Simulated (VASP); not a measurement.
# Mo (I4/mmm) in VASP: further runs

Mo is run at these levels: PBE; tasks: single point.

Everything below comes from runs of VASP 6.6.1. Logs are shortened: lines on timing, memory, paths and dates and some standing lists are left out, and cuts for length are marked.

## (1) The cell of the first run

Symmetry: I4/mmm, No. 139, tetragonal system. The conventional cell has a = 3.044 Å, b = 3.044 Å, c = 3.348 Å, α = 90.00°, β = 90.00°, γ = 90.00°. Within 3.6 Å of Mo (site symmetry 4/mmm) lie 14 Mo at 2.73 to 3.35 Å.

## (2) Single point, PBE

Contents of INCAR:

```
SYSTEM = Mo
PREC     = Accurate       ! precision mode
ENCUT    = 520            ! plane-wave cutoff, eV
EDIFF    = 1E-6           ! SCF threshold, eV
ISMEAR   = 0              ! smearing method
SIGMA    = 0.15           ! smearing width, eV
LREAL    = .FALSE.        ! projectors in reciprocal space
LASPH    = .TRUE.         ! aspherical terms in the spheres
NELM     = 80             ! most SCF steps
ALGO     = Fast           ! electronic algorithm
ISIF     = 2              ! what is computed and relaxed
LWAVE    = .FALSE.        ! write WAVECAR
LCHARG   = .FALSE.        ! write CHGCAR
GGA      = PE             ! functional
NBANDS   = 13             ! bands
```

Contents of KPOINTS:

```
regular mesh
0
G
  24 24 24
  0 0 0
```

Contents of POSCAR:

```
Mo
1.0
   -1.5218737400      1.5218737400      1.6740611140
    1.5218737400     -1.5218737400      1.6740611140
    1.5218737400      1.5218737400     -1.6740611140
Mo
1
Direct
    0.0000000000      0.0000000000      0.0000000000
```

Potentials or basis: VASP PAW PBE potentials, release 64 (Mo_sv).

On the command line:

```bash
cat potpaw_PBE.64/Mo_sv/POTCAR > POTCAR
mpirun -np 1 vasp_std > vasp.out
```

OUTCAR:

```text
SYSTEM = Mo
   PREC = Accurate
   ENCUT = 520
   EDIFF = 1E-6
   ISMEAR = 0
   LREAL = .FALSE.
   LASPH = .TRUE.
   NELM = 80
   ISIF = 2
   GGA = PE

 ion  position               nearest neighbor table
   1  0.000  0.000  0.000-

  LATTYP: Found a body centered tetragonal cell.
 ALAT       =     3.0437474800
 C/A-ratio  =     1.1000000000

  Lattice vectors:

 A1 = (  -1.5218737400,   1.5218737400,   1.6740611140)
 A2 = (   1.5218737400,  -1.5218737400,   1.6740611140)
 A3 = (   1.5218737400,   1.5218737400,  -1.6740611140)

Analysis of symmetry for initial positions (statically):
=====================================================================
 Subroutine PRICEL returns:
 Original cell was already a primitive cell.

 Routine SETGRP: Setting up the symmetry group for a
 body centered tetragonal supercell.

 Subroutine GETGRP returns: Found 16 space group operations
 (whereof 16 operations were pure point group operations)
 out of a pool of 16 trial point group operations.

The static configuration has the point symmetry D_4h.

Analysis of symmetry for dynamics (positions and initial velocities):
=====================================================================
 Subroutine PRICEL returns:
 Original cell was already a primitive cell.

 Routine SETGRP: Setting up the symmetry group for a
 body centered tetragonal supercell.

 Subroutine GETGRP returns: Found 16 space group operations
 (whereof 16 operations were pure point group operations)
 out of a pool of 16 trial point group operations.

The dynamic configuration has the point symmetry D_4h.

 Subroutine INISYM returns: Found 16 space group operations
 (whereof 16 operations are pure point group operations),
 and found     1 'primitive' translations

----------------------------------------------------------------------------------------

                                     Primitive cell

  volume of cell :      15.5092

  direct lattice vectors                    reciprocal lattice vectors
    -1.521873740  1.521873740  1.674061114     0.000000000  0.328542366  0.298674879
     1.521873740 -1.521873740  1.674061114     0.328542366  0.000000000  0.298674879
     1.521873740  1.521873740 -1.674061114     0.328542366  0.328542366  0.000000000

  length of vectors
     2.726660957  2.726660957  2.726660957     0.444012128  0.444012128  0.464629070

  position of ions in fractional coordinates (direct lattice)
     0.000000000  0.000000000  0.000000000

  ion indices of the primitive-cell ions
   primitive index   ion index
                 1           1

----------------------------------------------------------------------------------------

 KPOINTS: regular mesh

Automatic generation of k-mesh.
 Grid dimensions read from file:
 generate k-points for:   24   24   24

 Generating k-lattice:

  Cartesian coordinates                     Fractional coordinates (reciprocal lattice)
     0.000000000  0.013689265  0.012444787     0.041666667 -0.000000000  0.000000000
     0.013689265  0.000000000  0.012444787    -0.000000000  0.041666667  0.000000000
     0.013689265  0.013689265  0.000000000     0.000000000  0.000000000  0.041666667

  Length of vectors
     0.018500505  0.018500505  0.019359545

  Shift w.r.t. Gamma in fractional coordinates (k-lattice)
     0.000000000  0.000000000  0.000000000

 Subroutine IBZKPT returns following result:
 ===========================================

 Found   1063 irreducible k-points:

 Following reciprocal coordinates:
            Coordinates               Weight
  0.000000  0.000000  0.000000      1.000000
  0.041667  0.000000 -0.000000      8.000000
  0.083333  0.000000  0.000000      8.000000
  0.125000  0.000000  0.000000      8.000000
  0.166667  0.000000  0.000000      8.000000
  0.208333 -0.000000  0.000000      8.000000
[... 16 lines left out ...]
  0.416667  0.041667 -0.000000     16.000000
  0.458333  0.041667  0.000000     16.000000
 [... further k-points ...]
   k-points           NKPTS =   1063   k-points in BZ     NKDIM =   1063   number of bands    NBANDS=     13
   number of dos      NEDOS =    301   number of ions     NIONS =      1
   total plane-waves  NPLWV =   8000
   dimension x,y,z NGX =    20 NGY =   20 NGZ =   20
   dimension x,y,z NGXF=    40 NGYF=   40 NGZF=   40
   ions per type =               1
   NGX,Y,Z   is equivalent  to a cutoff of  12.19, 12.19, 12.19 a.u.
   NGXF,Y,Z  is equivalent  to a cutoff of  24.39, 24.39, 24.39 a.u.
 SYSTEM =  Mo
   PREC   = accura    normal or accurate (medium, high low for compatibility)
   ISTART =      0    job   : 0-new  1-cont  2-samecut
   ICHARG =      2    charge: 1-file 2-atom 10-const
   ISPIN  =      1    spin polarized calculation?
   LNONCOLLINEAR =      F non collinear calculations
   LSORBIT =      F    spin-orbit coupling
   LASPH  =      T    aspherical Exc in radial PAW
   ENCUT  =  520.0 eV  38.22 Ry    6.18 a.u.   5.07  5.07  5.07*2*pi/ulx,y,z
   NELM   =     80;   NELMIN=  2; NELMDL= -5     # of ELM steps
   EDIFF  = 0.1E-05   stopping-criterion for ELM
   LREAL  =      F    real-space projection
   EDIFFG = 0.1E-04   stopping-criterion for IOM
   NSW    =      0    number of steps for IOM
   IBRION =     -1    ionic relax: 0-MD 1-quasi-New 2-CG
   NFREE  =      0    steps in history (QN), initial steepest desc. (CG)
   ISIF   =      2    stress and relaxation
   ISYM   =      2    0-nonsym 1-usesym 2-fastsym
   POTIM  = 0.5000    time-step for ionic-motion
   TEBEG  =    0.0;   TEEND  =   0.0 temperature during run
   PSTRESS=    0.0 pullay stress
   NELECT =      14.0000    total number of electrons
   NUPDOWN=      -1.0000    fix difference up-down
   EMIN   =  10.00;   EMAX   =-10.00  energy-range for DOS
   EFERMI =   0.00;   METHOD = LEGACY
   ISMEAR =     0;   SIGMA  =   0.15  broadening in eV -4-tet -1-fermi 0-gaus
   EFERMI_NEDOS =   21; number of points for ismear=-14 and -15
   IALGO  =     68    algorithm
   IMIX   =      4    mixing-type and parameters
     AMIX     =   0.40;   BMIX     =  1.00
     AMIX_MAG =   1.60;   BMIX_MAG =  1.00
  volume/ion in A,a.u.               =      15.51       104.66
  Fermi-wavevector in a.u.,A,eV,Ry     =   1.582176  2.989878 34.059184  2.503279
  Thomas-Fermi vector in A             =   2.682139
   LORBIT       =      0    0 simple, 1 ext, 2 COOP (PROOUT), +10 PAW based schemes
   GGA     = PE    functional components
   LHFCALC =     F    Hartree Fock is set to
   AEXX    =    0.0000 exact exchange contribution
   IVDW    =     0    specifies the selected vdW correction
   LEPSILON=     F    determine dielectric tensor
   LRPA    =     F    only Hartree local field effects (RPA)
 non-spin polarized calculation
 RMM-DIIS sequential band-by-band and
 Gauss-broadening in eV      SIGMA  =   0.15
  energy-cutoff  :      520.00
  volume of cell :       15.51
 maximum number of plane-waves:       434
   NGX = 11   NGY = 11   NGZ = 11

 number of electron      14.0000004 magnetization

 Free energy of the ion-electron system (eV)
  ---------------------------------------------------
  ext. energy  EPLUGINS =         0.00000000
  ---------------------------------------------------
  free energy    TOTEN  =       -10.84825663 eV

  energy without entropy =      -10.83980041  energy(sigma->0) =      -10.84402852

 E-fermi :  12.7186     XC(G=0): -13.4326

 val. band max:       12.7184752657   @ k =  -0.1667   0.2083   0.1667
 cond. band min:      12.7227307892   @ k =  -0.2500   0.4167   0.2083
 fundamental gap:      0.0042555235
 Fermi energy:        12.7185565610

 k-point     1 :       0.0000    0.0000    0.0000
  band No.  band energies     occupation
      1     -48.5455      2.00000
      2     -21.8021      2.00000
      3     -21.7919      2.00000
      4     -21.7919      2.00000
      5       5.4612      2.00000
      6      11.0924      2.00000
      7      11.0924      2.00000
      8      12.1135      2.00000
      9      13.6426      0.00000
     10      14.9436      0.00000
     11      26.5114      0.00000
     12      28.2697      0.00000
     13      28.2697      0.00000

 k-point     2 :       0.0417    0.0000   -0.0000
  band No.  band energies     occupation
      1     -48.5410      2.00000
      2     -21.8241      2.00000
      3     -21.7991      2.00000
      4     -21.7965      2.00000
      5       5.5374      2.00000
      6      11.0896      2.00000
      7      11.1145      2.00000
      8      12.1196      2.00000
      9      13.6050      0.00000
     10      14.9124      0.00000
     11      26.6435      0.00000
     12      28.3376      0.00000
     13      28.3963      0.00000

 k-point     3 :       0.0833    0.0000    0.0000
  band No.  band energies     occupation
      1     -48.5280      2.00000
      2     -21.9005      2.00000
      3     -21.8200      2.00000
      4     -21.7974      2.00000
      5       5.7596      2.00000
      6      11.0751      2.00000
      7      11.1468      2.00000
      8      12.1758      2.00000
      9      13.5083      0.00000
     10      14.8339      0.00000
     11      26.9984      0.00000
     12      28.5129      0.00000
     13      28.7701      0.00000
[... 305 lines left out ...]
 k-point    23 :       0.4167    0.0417   -0.0000
  band No.  band energies     occupation
      1     -48.2881      2.00000
      2     -23.1822      2.00000
      3     -22.1918      2.00000
      4     -21.8100      2.00000
      5       7.5202      2.00000
      6       9.7972      2.00000
      7      13.3986      0.00000
      8      13.6163      0.00000
      9      15.2785      0.00000
     10      17.1689      0.00000
     11      24.4826      0.00000
     12      25.3911      0.00000
     13      31.1529      0.00000

 k-point    24 :       0.4583    0.0417    0.0000
  band No.  band energies     occupation
      1     -48.2785      2.00000
      2     -23.2290      2.00000
      3     -22.2051      2.00000
      4     -21.8117      2.00000
      5       7.4696      2.00000
      6       9.7415      2.00000
      7      13.5275      0.00000
      8      13.8539      0.00000
      9      15.4062      0.00000
     10      17.4715      0.00000
     11      24.1988      0.00000
     12      25.0116      0.00000
     13      30.6835      0.00000

 [... further k-points ...]

------------------------ aborting loop because EDIFF is reached ----------------------------------------

  FORCE on cell =-STRESS in cart. coord.  units (eV):
  Direction    XX          YY          ZZ          XY          YZ          ZX
  --------------------------------------------------------------------------------------
  -------------------------------------------------------------------------------------
  Total        1.4700012      1.4700012     -1.0456192      0.0000000     -0.0000000      0.0000000
  in kB      151.8587190    151.8587190   -108.0178630      0.0000000     -0.0000000      0.0000000
  external PRESSURE =      65.2331917 kB  Pullay stress =       0.0000000 kB

 VOLUME and BASIS-vectors are now :
 -----------------------------------------------------------------------------
  energy-cutoff  :      520.00
  volume of cell :       15.51
      direct lattice vectors                 reciprocal lattice vectors
    -1.521873740  1.521873740  1.674061114     0.000000000  0.328542366  0.298674879
     1.521873740 -1.521873740  1.674061114     0.328542366  0.000000000  0.298674879
     1.521873740  1.521873740 -1.674061114     0.328542366  0.328542366  0.000000000

 POSITION                                       TOTAL-FORCE (eV/Angst)
 -----------------------------------------------------------------------------------
      0.00000      0.00000      0.00000         0.000000      0.000000     -0.000000
 -----------------------------------------------------------------------------------
    total drift:                                0.000000     -0.000000      0.000000

  FREE ENERGIE OF THE ION-ELECTRON SYSTEM (eV)
  ---------------------------------------------------
  free  energy   TOTEN  =       -10.8482566291 eV

  energy  without entropy=      -10.8398004064  energy(sigma->0) =      -10.84402852
```

Wall time 86 s (1 thread of AMD EPYC 9R45 (Zen 5), shared host); peak memory 0.26 GiB.

Results:

- Free energy: -10.8483 eV
- Pressure: 6.5 GPa
- Band gap on the k mesh: zero (bands 7 and 8 overlap by 4.92 eV)

Levels at points of the mesh, in eV from the Fermi level:
| k point | band 3 | band 4 | band 5 | band 6 | band 7 | band 8 | band 9 | band 10 | band 11 | band 12 |
| --- | --- | --- | --- | --- | --- | --- | --- | --- | --- | --- |
| (0.00, 0.00, 0.00) | -34.51 | -34.51 | -7.26 | -1.63 | -1.63 | -0.61 | 0.92 | 2.23 | 13.79 | 15.55 |
| (0.50, 0.00, 0.00) | -34.92 | -34.52 | -5.31 | -2.99 | 0.84 | 1.45 | 2.57 | 4.64 | 11.49 | 12.12 |
| (0.50, 0.50, 0.00) | -35.04 | -34.61 | -5.46 | -4.12 | 2.20 | 2.59 | 2.84 | 4.93 | 11.85 | 12.43 |
| (0.50, 0.50, 0.50) | -35.39 | -35.39 | -5.60 | -5.36 | 3.83 | 4.16 | 4.16 | 7.53 | 9.97 | 9.97 |

Caveat: the cell stands under pressure.

## (3) Single point, PBE

This run uses another cell than the first one, of the same volume but with other edges.

Contents of INCAR:

```
SYSTEM = Mo
PREC = Accurate
ENCUT = 520
EDIFF = 1E-7
ISMEAR = 0
SIGMA = 0.15
LREAL = .FALSE.
LASPH = .TRUE.
NELM = 80
ALGO = Fast
ISIF = 2
LWAVE = .FALSE.
LCHARG = .TRUE.
GGA = PE
LELF = .TRUE.
LVHAR = .TRUE.
NBANDS = 13
```

Contents of KPOINTS:

```
Automatic mesh
0
G
  24 24 24
  0 0 0
```

Contents of POSCAR:

```
Mo
1.0
   -1.8135870227      1.8135870227      1.1788315648
    1.8135870227     -1.8135870227      1.1788315648
    1.8135870227      1.8135870227     -1.1788315648
Mo
1
Direct
    0.0000000000      0.0000000000      0.0000000000
```

Potentials or basis: VASP PAW PBE potentials, release 64 (Mo_sv).

On the command line:

```bash
cat potpaw_PBE.64/Mo_sv/POTCAR > POTCAR
mpirun -np 1 vasp_std > vasp.out
```

OUTCAR:

```text
SYSTEM = Mo
   PREC = Accurate
   ENCUT = 520
   EDIFF = 1E-7
   ISMEAR = 0
   LREAL = .FALSE.
   LASPH = .TRUE.
   NELM = 80
   ISIF = 2
   GGA = PE

 ion  position               nearest neighbor table
   1  0.000  0.000  0.000-

  LATTYP: Found a body centered tetragonal cell.
 ALAT       =     3.6271740454
 C/A-ratio  =     0.6500000000

  Lattice vectors:

 A1 = (  -1.8135870227,   1.8135870227,   1.1788315648)
 A2 = (   1.8135870227,  -1.8135870227,   1.1788315648)
 A3 = (   1.8135870227,   1.8135870227,  -1.1788315648)

Analysis of symmetry for initial positions (statically):
=====================================================================
 Subroutine PRICEL returns:
 Original cell was already a primitive cell.

 Routine SETGRP: Setting up the symmetry group for a
 body centered tetragonal supercell.

 Subroutine GETGRP returns: Found 16 space group operations
 (whereof 16 operations were pure point group operations)
 out of a pool of 16 trial point group operations.

The static configuration has the point symmetry D_4h.

Analysis of symmetry for dynamics (positions and initial velocities):
[... 171 lines left out ...]
      4     -20.7388      2.00000
      5       5.6263      2.00000
      6       8.8055      2.00000
      7       9.6222      2.00000
      8      15.1783      0.00000
      9      15.1783      0.00000
     10      15.6992      0.00000
     11      26.2038      0.00000
     12      26.2038      0.00000
     13      35.5822      0.00000
[... 354 lines left out ...]
  band No.  band energies     occupation
      1     -47.9084      2.00000
      2     -24.0038      2.00000
      3     -22.0750      2.00000
      4     -22.0373      2.00000
      5       7.2710      2.00000
      6       8.1203      2.00000
      7      13.8349      0.00000
      8      15.5428      0.00000
      9      16.7328      0.00000
     10      18.1731      0.00000
     11      25.5634      0.00000
     12      26.5041      0.00000
     13      27.5104      0.00000

 [... further k-points ...]

------------------------ aborting loop because EDIFF is reached ----------------------------------------

  FORCE on cell =-STRESS in cart. coord.  units (eV):
  Direction    XX          YY          ZZ          XY          YZ          ZX
  --------------------------------------------------------------------------------------
  -------------------------------------------------------------------------------------
  Total        0.3695809      0.3695809      7.0842186      0.0000000     -0.0000000     -0.0000000
  in kB       38.1796153     38.1796153    731.8363723      0.0000000     -0.0000000     -0.0000000
  external PRESSURE =     269.3985343 kB  Pullay stress =       0.0000000 kB

 VOLUME and BASIS-vectors are now :
 -----------------------------------------------------------------------------
  energy-cutoff  :      520.00
  volume of cell :       15.51
      direct lattice vectors                 reciprocal lattice vectors
    -1.813587023  1.813587023  1.178831565     0.000000000  0.275696724  0.424148805
     1.813587023 -1.813587023  1.178831565     0.275696724  0.000000000  0.424148805
     1.813587023  1.813587023 -1.178831565     0.275696724  0.275696724  0.000000000

 POSITION                                       TOTAL-FORCE (eV/Angst)
 -----------------------------------------------------------------------------------
      0.00000      0.00000      0.00000        -0.000000     -0.000000     -0.000000
 -----------------------------------------------------------------------------------
    total drift:                               -0.000000      0.000000      0.000000

  FREE ENERGIE OF THE ION-ELECTRON SYSTEM (eV)
  ---------------------------------------------------
  free  energy   TOTEN  =       -10.0177378995 eV

  energy  without entropy=      -10.0070807789  energy(sigma->0) =      -10.01240934
```

OSZICAR:

```text
N       E                     dE             d eps       ncg     rms          rms(c)
DAV:   1     0.954974286283E+02    0.95497E+02   -0.80839E+03 27887   0.111E+03
DAV:   2    -0.929062457222E+01   -0.10479E+03   -0.10068E+03 31988   0.312E+02
DAV:   3    -0.104657239490E+02   -0.11751E+01   -0.11713E+01 30923   0.333E+01
DAV:   4    -0.104685380887E+02   -0.28141E-02   -0.28140E-02 30523   0.197E+00
DAV:   5    -0.104685570392E+02   -0.18951E-04   -0.18951E-04 31193   0.144E-01    0.170E+01
RMM:   6    -0.100834552436E+02    0.38510E+00   -0.41748E-01 27728   0.626E+00    0.656E+00
RMM:   7    -0.100194532802E+02    0.64002E-01   -0.16488E-01 28337   0.396E+00    0.746E-01
RMM:   8    -0.100177218079E+02    0.17315E-02   -0.12476E-02 30693   0.124E+00    0.152E-01
RMM:   9    -0.100177381113E+02   -0.16303E-04   -0.16247E-03 31347   0.469E-01    0.103E-01
RMM:  10    -0.100177395934E+02   -0.14821E-05   -0.22314E-04 31398   0.188E-01    0.135E-02
RMM:  11    -0.100177382456E+02    0.13478E-05   -0.42816E-05 31981   0.800E-02    0.727E-03
RMM:  12    -0.100177376641E+02    0.58155E-06   -0.70558E-06 32060   0.332E-02    0.148E-03
RMM:  13    -0.100177378366E+02   -0.17255E-06   -0.11966E-06 27993   0.124E-02    0.644E-04
RMM:  14    -0.100177378995E+02   -0.62914E-07   -0.25387E-07 20090   0.562E-03
   1 F= -.10017738E+02 E0= -.10012409E+02  d E =-.106571E-01
```

stdout:

```text
POSCAR found type information on POSCAR Mo
 POSCAR found :  1 types and       1 ions
 scaLAPACK will be used
 LDA part: xc-table for (Slater+PW92), standard interpolation
 POSCAR, INCAR and KPOINTS ok, starting setup
 FFT: planning ... GRIDC
 FFT: planning ... GRID_SOFT
 FFT: planning ... GRID
 WAVECAR not read
 entering main loop
```

It took 2.5 min on 1 thread of AMD EPYC 9R45 (Zen 5), shared host; peak memory 0.28 GiB.

Results:

| Property | Result |
| --- | --- |
| Free energy | -10.0177 eV |
| Pressure | 26.9 GPa |
| Band gap on the k mesh | zero (bands 7 and 8 overlap by 6.45 eV) |

Stress tensor (GPa, compression positive):
```
 3.82  0.00  0.00
 0.00  3.82  0.00
 0.00  0.00 73.18
```

Caveat: the cell stands under pressure.
